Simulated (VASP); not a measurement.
# BP in VASP: notebook

The runs below take BP through single point, with PBE.

Program: VASP 6.6.1. These are calculated values, not measurements. Logs are shortened: lines on timing, memory, paths and dates and some standing lists are left out, and cuts for length are marked.

**1. The cell of the first run**

Symmetry: F-43m, No. 216, cubic system. Conventional cell: a = 4.568 Å, b = 4.568 Å, c = 4.568 Å, α = 90.00°, β = 90.00°, γ = 90.00°. Within 2.6 Å of B (site symmetry -43m) lie 4 P at 1.98 Å. P (site symmetry -43m) has 4 B at 1.98 Å within 2.6 Å.

**2. Single point, PBE (volume scaled by 1.02, then relaxed in part)**

INCAR

```
PREC     = Accurate       # precision mode
ENCUT    = 520            # plane-wave cutoff, eV
EDIFF    = 1E-7           # SCF threshold, eV
ISMEAR   = -1             # smearing method
SIGMA    = 0.02           # smearing width, eV
LREAL    = False          # projectors in reciprocal space
LASPH    = True           # aspherical terms in the spheres
NELM     = 100            # most SCF steps
ALGO     = Normal         # electronic algorithm
ISIF     = 2              # what is computed and relaxed
LWAVE    = False          # write WAVECAR
LCHARG   = False          # write CHGCAR
GGA      = PE             # functional
NBANDS   = 11             # bands
```

KPOINTS

```
Automatic mesh
0
Gamma
  16 16 16
```

POSCAR

```
BP
1.0
    0.0000000000      2.2840269280      2.2840269280
    2.2840269280      0.0000000000      2.2840269280
    2.2840269280      2.2840269280      0.0000000000
B P
1 1
Direct
    0.0000000000      0.0000000000      0.0000000000
    0.2500000000      0.2500000000      0.2500000000
```

Potentials or basis: VASP PAW PBE potentials, release 64 (B, P).

Run with:

```bash
$ cat potpaw_PBE.64/B/POTCAR potpaw_PBE.64/P/POTCAR > POTCAR
$ mpirun -np 1 vasp_std > vasp.out
```

OUTCAR:

```text
PREC = Accurate
   ENCUT = 520
   EDIFF = 1E-7
   ISMEAR = -1
   LREAL = False
   LASPH = True
   NELM = 100
   ISIF = 2
   GGA = PE

 ion  position               nearest neighbor table
   1  0.000  0.000  0.000-   2 1.98   2 1.98   2 1.98   2 1.98
   2  0.250  0.250  0.250-   1 1.98   1 1.98   1 1.98   1 1.98

  LATTYP: Found a face centered cubic cell.
 ALAT       =     4.5680538560

  Lattice vectors:

 A1 = (   0.0000000000,   2.2840269280,   2.2840269280)
 A2 = (   2.2840269280,   0.0000000000,   2.2840269280)
 A3 = (   2.2840269280,   2.2840269280,   0.0000000000)

Analysis of symmetry for initial positions (statically):
=====================================================================
 Subroutine PRICEL returns:
 Original cell was already a primitive cell.

 Routine SETGRP: Setting up the symmetry group for a
 face centered cubic supercell.

 Subroutine GETGRP returns: Found 24 space group operations
 (whereof 24 operations were pure point group operations)
 out of a pool of 48 trial point group operations.

The static configuration has the point symmetry T_d .

Analysis of symmetry for dynamics (positions and initial velocities):
=====================================================================
 Subroutine PRICEL returns:
 Original cell was already a primitive cell.

 Routine SETGRP: Setting up the symmetry group for a
 face centered cubic supercell.

 Subroutine GETGRP returns: Found 24 space group operations
 (whereof 24 operations were pure point group operations)
 out of a pool of 48 trial point group operations.

The dynamic configuration has the point symmetry T_d .

 Subroutine INISYM returns: Found 24 space group operations
 (whereof 24 operations are pure point group operations),
 and found     1 'primitive' translations

----------------------------------------------------------------------------------------

                                     Primitive cell

  volume of cell :      23.8305

  direct lattice vectors                    reciprocal lattice vectors
     0.000000000  2.284026928  2.284026928    -0.218911605  0.218911605  0.218911605
     2.284026928  0.000000000  2.284026928     0.218911605 -0.218911605  0.218911605
     2.284026928  2.284026928  0.000000000     0.218911605  0.218911605 -0.218911605

  length of vectors
     3.230101858  3.230101858  3.230101858     0.379166022  0.379166022  0.379166022

  position of ions in fractional coordinates (direct lattice)
     0.000000000  0.000000000  0.000000000
     0.250000000  0.250000000  0.250000000

  ion indices of the primitive-cell ions
   primitive index   ion index
                 1           1
                 2           2

----------------------------------------------------------------------------------------

 KPOINTS: Automatic mesh

Automatic generation of k-mesh.
 Grid dimensions read from file:
 generate k-points for:   16   16   16

 Generating k-lattice:

  Cartesian coordinates                     Fractional coordinates (reciprocal lattice)
    -0.013681975  0.013681975  0.013681975     0.062500000  0.000000000  0.000000000
     0.013681975 -0.013681975  0.013681975     0.000000000  0.062500000  0.000000000
     0.013681975  0.013681975 -0.013681975     0.000000000  0.000000000  0.062500000

  Length of vectors
     0.023697876  0.023697876  0.023697876

  Shift w.r.t. Gamma in fractional coordinates (k-lattice)
     0.000000000  0.000000000  0.000000000

 Subroutine IBZKPT returns following result:
 ===========================================

 Found    145 irreducible k-points:

 Following reciprocal coordinates:
            Coordinates               Weight
  0.000000  0.000000  0.000000      1.000000
  0.062500  0.000000  0.000000      8.000000
  0.125000  0.000000  0.000000      8.000000
  0.187500  0.000000  0.000000      8.000000
  0.250000  0.000000  0.000000      8.000000
  0.312500  0.000000  0.000000      8.000000
[... 16 lines left out ...]
 -0.125000  0.062500  0.000000     24.000000
 -0.062500  0.062500  0.000000     12.000000
 [... further k-points ...]
   k-points           NKPTS =    145   k-points in BZ     NKDIM =    145   number of bands    NBANDS=     11
   number of dos      NEDOS =    301   number of ions     NIONS =      2
   total plane-waves  NPLWV =  13824
   dimension x,y,z NGX =    24 NGY =   24 NGZ =   24
   dimension x,y,z NGXF=    48 NGYF=   48 NGZF=   48
   ions per type =               1   1
   NGX,Y,Z   is equivalent  to a cutoff of  12.35, 12.35, 12.35 a.u.
   NGXF,Y,Z  is equivalent  to a cutoff of  24.70, 24.70, 24.70 a.u.
 SYSTEM =  unknown system
   PREC   = accura    normal or accurate (medium, high low for compatibility)
   ISTART =      0    job   : 0-new  1-cont  2-samecut
   ICHARG =      2    charge: 1-file 2-atom 10-const
   ISPIN  =      1    spin polarized calculation?
   LNONCOLLINEAR =      F non collinear calculations
   LSORBIT =      F    spin-orbit coupling
   LASPH  =      T    aspherical Exc in radial PAW
   ENCUT  =  520.0 eV  38.22 Ry    6.18 a.u.   6.01  6.01  6.01*2*pi/ulx,y,z
   NELM   =    100;   NELMIN=  2; NELMDL= -5     # of ELM steps
   EDIFF  = 0.1E-06   stopping-criterion for ELM
   LREAL  =      F    real-space projection
   EDIFFG = 0.1E-05   stopping-criterion for IOM
   NSW    =      0    number of steps for IOM
   IBRION =     -1    ionic relax: 0-MD 1-quasi-New 2-CG
   NFREE  =      0    steps in history (QN), initial steepest desc. (CG)
   ISIF   =      2    stress and relaxation
   ISYM   =      2    0-nonsym 1-usesym 2-fastsym
   POTIM  = 0.5000    time-step for ionic-motion
   TEBEG  =    0.0;   TEEND  =   0.0 temperature during run
   PSTRESS=    0.0 pullay stress
   NELECT =       8.0000    total number of electrons
   NUPDOWN=      -1.0000    fix difference up-down
   EMIN   =  10.00;   EMAX   =-10.00  energy-range for DOS
   EFERMI =   0.00;   METHOD = LEGACY
   ISMEAR =    -1;   SIGMA  =   0.02  broadening in eV -4-tet -1-fermi 0-gaus
   EFERMI_NEDOS =   21; number of points for ismear=-14 and -15
   IALGO  =     38    algorithm
   IMIX   =      4    mixing-type and parameters
     AMIX     =   0.40;   BMIX     =  1.00
     AMIX_MAG =   1.60;   BMIX_MAG =  1.00
  volume/ion in A,a.u.               =      11.92        80.41
  Fermi-wavevector in a.u.,A,eV,Ry     =   1.137785  2.150102 17.613492  1.294555
  Thomas-Fermi vector in A             =   2.274490
   LORBIT       =      0    0 simple, 1 ext, 2 COOP (PROOUT), +10 PAW based schemes
   GGA     = PE    functional components
   LHFCALC =     F    Hartree Fock is set to
   AEXX    =    0.0000 exact exchange contribution
   IVDW    =     0    specifies the selected vdW correction
   LEPSILON=     F    determine dielectric tensor
   LRPA    =     F    only Hartree local field effects (RPA)
 non-spin polarized calculation
  energy-cutoff  :      520.00
  volume of cell :       23.83
 maximum number of plane-waves:       660
   NGX = 13   NGY = 13   NGZ = 13

 number of electron       7.9999999 magnetization

 Free energy of the ion-electron system (eV)
  ---------------------------------------------------
  ext. energy  EPLUGINS =         0.00000000
  ---------------------------------------------------
  free energy    TOTEN  =       -12.92895291 eV

  energy without entropy =      -12.92895291  energy(sigma->0) =      -12.92895291

 E-fermi :   7.5971     XC(G=0): -10.8222

 val. band max:        7.1998737349   @ k =   0.0000   0.0000   0.0000
 cond. band min:       8.4781172802   @ k =   0.4375   0.4375   0.0000
 fundamental gap:      1.2782435453
 Fermi energy:         7.5971180006

 k-point     1 :       0.0000    0.0000    0.0000
  band No.  band energies     occupation
      1      -8.0848      2.00000
      2       7.1999      2.00000
      3       7.1999      2.00000
      4       7.1999      2.00000
      5      10.5722      0.00000
      6      10.5722      0.00000
      7      10.5722      0.00000
      8      14.2745      0.00000
      9      18.5811      0.00000
     10      19.2729      0.00000
     11      19.2729      0.00000

 k-point     2 :       0.0625    0.0000    0.0000
  band No.  band energies     occupation
      1      -8.0154      2.00000
      2       6.6251      2.00000
      3       7.0762      2.00000
      4       7.0762      2.00000
      5      10.7429      0.00000
      6      10.7429      0.00000
      7      10.7998      0.00000
      8      14.4915      0.00000
      9      18.8117      0.00000
     10      18.9484      0.00000
     11      18.9484      0.00000

 k-point     3 :       0.1250    0.0000    0.0000
  band No.  band energies     occupation
      1      -7.8083      2.00000
      2       5.3656      2.00000
      3       6.7791      2.00000
      4       6.7791      2.00000
      5      11.0770      0.00000
      6      11.1543      0.00000
      7      11.1543      0.00000
      8      15.0941      0.00000
      9      18.3821      0.00000
     10      18.3821      0.00000
     11      19.4008      0.00000

 k-point     4 :       0.1875    0.0000    0.0000
  band No.  band energies     occupation
      1      -7.4668      2.00000
      2       3.8986      2.00000
      3       6.4287      2.00000
      4       6.4287      2.00000
      5      11.1540      0.00000
      6      11.6067      0.00000
      7      11.6067      0.00000
      8      15.8863      0.00000
      9      18.0301      0.00000
     10      18.0301      0.00000
     11      19.9383      0.00000
[... 239 lines left out ...]
 k-point    22 :      -0.1875    0.0625    0.0000
  band No.  band energies     occupation
      1      -7.2637      2.00000
      2       3.4166      2.00000
      3       5.6016      2.00000
      4       6.5732      2.00000
      5      11.3652      0.00000
      6      11.4812      0.00000
      7      12.1501      0.00000
      8      15.8494      0.00000
      9      17.3066      0.00000
     10      18.9527      0.00000
     11      20.3132      0.00000

 k-point    23 :      -0.1250    0.0625    0.0000
  band No.  band energies     occupation
      1      -7.6480      2.00000
      2       4.8664      2.00000
      3       5.9664      2.00000
      4       6.8987      2.00000
      5      11.0676      0.00000
      6      11.2674      0.00000
      7      11.7611      0.00000
      8      15.3152      0.00000
      9      17.5906      0.00000
     10      18.8071      0.00000
     11      19.8213      0.00000

 k-point    24 :      -0.0625    0.0625    0.0000
  band No.  band energies     occupation
      1      -7.9001      2.00000
      2       6.0846      2.00000
      3       6.4555      2.00000
      4       7.1027      2.00000
      5      10.7577      0.00000
      6      10.9709      0.00000
      7      11.2960      0.00000
      8      14.7937      0.00000
      9      18.2137      0.00000
     10      18.9729      0.00000
     11      19.1748      0.00000

 [... further k-points ...]
[... 5 lines left out ...]
  --------------------------------------------------------------------------------------
  -------------------------------------------------------------------------------------
  Total       -0.3359819     -0.3359819     -0.3359819     -0.0000000      0.0000000      0.0000000
  in kB      -22.5887809    -22.5887809    -22.5887809     -0.0000000      0.0000000      0.0000000
  external PRESSURE =     -22.5887809 kB  Pullay stress =       0.0000000 kB

 VOLUME and BASIS-vectors are now :
 -----------------------------------------------------------------------------
  energy-cutoff  :      520.00
  volume of cell :       23.83
      direct lattice vectors                 reciprocal lattice vectors
     0.000000000  2.284026928  2.284026928    -0.218911605  0.218911605  0.218911605
     2.284026928  0.000000000  2.284026928     0.218911605 -0.218911605  0.218911605
     2.284026928  2.284026928  0.000000000     0.218911605  0.218911605 -0.218911605

 POSITION                                       TOTAL-FORCE (eV/Angst)
 -----------------------------------------------------------------------------------
      0.00000      0.00000      0.00000        -0.000000     -0.000000     -0.000000
      1.14201      1.14201      1.14201         0.000000      0.000000      0.000000
 -----------------------------------------------------------------------------------
    total drift:                                0.000000      0.000000      0.000000

  FREE ENERGIE OF THE ION-ELECTRON SYSTEM (eV)
  ---------------------------------------------------
  free  energy   TOTEN  =       -12.9289529120 eV

  energy  without entropy=      -12.9289529120  energy(sigma->0) =      -12.92895291
```

It took 59 s on 1 thread of AMD EPYC 7R13, shared host; peak memory 0.13 GiB.

What came out:

```yaml
Free_energy: -12.9290 eV
Pressure: -2.3 GPa
Band_gap_on_the_k_mesh: 1.28 eV, indirect (least direct gap 3.37 eV)
```

**3. Single point, PBE (volume scaled by 1.04, then relaxed in part)**

INCAR

```
PREC = Accurate
ENCUT = 520
EDIFF = 1E-6
ISMEAR = -1
SIGMA = 0.02
LREAL = False
LASPH = True
NELM = 80
ALGO = Normal
ISIF = 2
LWAVE = False
LCHARG = True
GGA = PE
LELF = True
LVHAR = True
NBANDS = 11
```

KPOINTS

```
regular mesh
0
Gamma
  16 16 16
```

POSCAR

```
BP
1.0
    0.0000000000      2.2988586873      2.2988586873
    2.2988586873      0.0000000000      2.2988586873
    2.2988586873      2.2988586873      0.0000000000
B P
1 1
Direct
    0.0000000000      0.0000000000      0.0000000000
    0.2500000000      0.2500000000      0.2500000000
```

Potentials or basis: VASP PAW PBE potentials, release 64 (B, P).

Run with:

```bash
$ cat potpaw_PBE.64/B/POTCAR potpaw_PBE.64/P/POTCAR > POTCAR
$ mpirun -np 1 vasp_std > vasp.out
```

It took 63 s on 1 thread of AMD EPYC 7R13, shared host; peak memory 0.13 GiB.

The run converged. Its results:

| Quantity | Value |
| --- | --- |
| Free energy | -12.9183 eV |
| Pressure | -5.1 GPa |
| Band gap on the k mesh | 1.31 eV, indirect (least direct gap 3.35 eV) |

Levels at points of the mesh, in eV from the valence-band top:
```csv
k point,band 1,band 2,band 3,band 4,band 5,band 6,band 7,band 8,band 9
"(0.00, 0.00, 0.00)",-15.11,0.00,0.00,0.00,3.35,3.35,3.35,6.78,11.26
"(0.50, 0.00, 0.00)",-11.94,-8.76,-1.71,-1.71,3.55,4.69,4.69,9.99,14.38
"(0.50, 0.50, 0.00)",-10.47,-8.38,-3.97,-3.97,1.41,1.70,11.76,11.76,14.77
```

 A k mesh can miss the band edges.

**4. Single point, PBE (volume scaled by 1.06, then relaxed in part)**

INCAR

```
SYSTEM = BP
  PREC = Accurate
  ENCUT = 520
  EDIFF = 1E-6
  ISMEAR = -1
  SIGMA = 0.02
  LREAL = .FALSE.
  LASPH = .TRUE.
  NELM = 60
  ALGO = Normal
  ISIF = 2
  LWAVE = .FALSE.
  LCHARG = .TRUE.
  GGA = PE
  LELF = .TRUE.
  LVHAR = .TRUE.
  NBANDS = 11
```

KPOINTS

```
regular mesh
0
G
  16 16 16
  0 0 0
```

POSCAR

```
BP
1.0
    0.0000000000      2.3135014941      2.3135014941
    2.3135014941      0.0000000000      2.3135014941
    2.3135014941      2.3135014941      0.0000000000
B P
1 1
Direct
    0.0000000000      0.0000000000      0.0000000000
    0.2500000000      0.2500000000      0.2500000000
```

Run with:

```bash
$ cat potpaw_PBE.64/B/POTCAR potpaw_PBE.64/P/POTCAR > POTCAR
$ mpirun -np 1 vasp_std > vasp.out
```

It took 77 s on 1 thread of AMD EPYC 7R13, shared host; peak memory 0.13 GiB.

Results (log left out):

- Free energy: -12.8997 eV
- Pressure: -7.7 GPa
- Band gap on the k mesh: 1.34 eV, indirect (least direct gap 3.32 eV)

Levels at points of the mesh, in eV from the valence-band top:
| k point | band 2 | band 3 | band 4 | band 5 | band 6 | band 7 |
| --- | --- | --- | --- | --- | --- | --- |
| (0.00, 0.00, 0.00) | 0.00 | 0.00 | 0.00 | 3.32 | 3.32 | 3.32 |
| (0.50, 0.00, 0.00) | -8.62 | -1.68 | -1.68 | 3.44 | 4.68 | 4.68 |
| (0.50, 0.50, 0.00) | -8.29 | -3.91 | -3.91 | 1.44 | 1.71 | 11.58 |

 A k mesh can miss the band edges.

**5. Single point, PBE (z stretched by -3 %, then relaxed in part)**

INCAR

```
SYSTEM = BP
PREC     = Accurate       ! precision mode
ENCUT    = 520            ! plane-wave cutoff, eV
EDIFF    = 1E-7           ! SCF threshold, eV
ISMEAR   = -1             ! smearing method
SIGMA    = 0.02           ! smearing width, eV
LREAL    = .False.        ! projectors in reciprocal space
LASPH    = .True.         ! aspherical terms in the spheres
NELM     = 80             ! most SCF steps
ALGO     = Normal         ! electronic algorithm
ISIF     = 2              ! what is computed and relaxed
LWAVE    = .False.        ! write WAVECAR
LCHARG   = .True.         ! write CHGCAR
GGA      = PE             ! functional
LELF     = .True.         ! ELF
LVHAR    = .True.       
NBANDS   = 11             ! bands
```

KPOINTS

```
Automatic mesh
0
Gamma
  16 16 16
  0 0 0
```

POSCAR

```
BP
1.0
    0.0000000000      2.2690000000      2.2009300000
    2.2690000000      0.0000000000      2.2009300000
    2.2690000000      2.2690000000      0.0000000000
B P
1 1
Direct
    0.0000000000      0.0000000000      0.0000000000
    0.2500000000      0.2500000000      0.2500000000
```

Run with:

```bash
$ cat potpaw_PBE.64/B/POTCAR potpaw_PBE.64/P/POTCAR > POTCAR
$ mpirun -np 1 vasp_std > vasp.out
```

Wall time 3.3 min (1 thread of AMD EPYC 7R13, shared host); peak memory 0.17 GiB.

Results (log left out):

```yaml
Free_energy: -12.9035 eV
Pressure: 6.2 GPa
Band_gap_on_the_k_mesh: 0.75 eV, indirect (least direct gap 3.14 eV)
```

Stress tensor (GPa, compression positive):
```
 3.54  0.00  0.00
 0.00  3.54  0.00
 0.00  0.00 11.55
```

Levels at points of the mesh, in eV from the valence-band top:
| k point | band 1 | band 2 | band 3 | band 4 | band 5 | band 6 | band 7 | band 8 |
| --- | --- | --- | --- | --- | --- | --- | --- | --- |
| (0.00, 0.00, 0.00) | -15.93 | -0.29 | -0.29 | 0.00 | 3.14 | 3.32 | 3.32 | 7.63 |
| (0.50, 0.00, 0.00) | -12.49 | -9.45 | -2.19 | -1.79 | 3.64 | 4.38 | 4.82 | 10.05 |
| (0.50, 0.50, 0.00) | -10.71 | -8.75 | -4.63 | -4.63 | 0.85 | 1.15 | 12.19 | 12.19 |
| (0.50, 0.00, 0.50) | -11.01 | -9.03 | -4.34 | -4.28 | 1.19 | 1.58 | 11.86 | 12.52 |

Caveat: the cell differs from its parent crystal (z stretched by -3 %, then relaxed in part).

**6. The runs side by side**

```csv
cell,gap on the mesh (eV),pressure (GPa)
"a = 3.230 Å, angles 60.0°, 2 atoms",1.28,-2.3
"a = 3.251 Å, angles 60.0°, 2 atoms",1.31,-5.1
"a = 3.272 Å, angles 60.0°, 2 atoms",1.34,-7.7
"a = 3.161, b = 3.161, c = 3.209 Å, angles 59.5, 59.5, 61.0°, 2 atoms",0.75,6.2
```

Alike in all rows: task single point; level PBE; potentials or basis VASP PAW PBE potentials, release 64 (B, P); no spin polarisation; k mesh 16 × 16 × 16; cutoff (eV) 520; smearing fermi-dirac 0.02 eV.

Absolute energies hang on the potentials; compare differences alone.
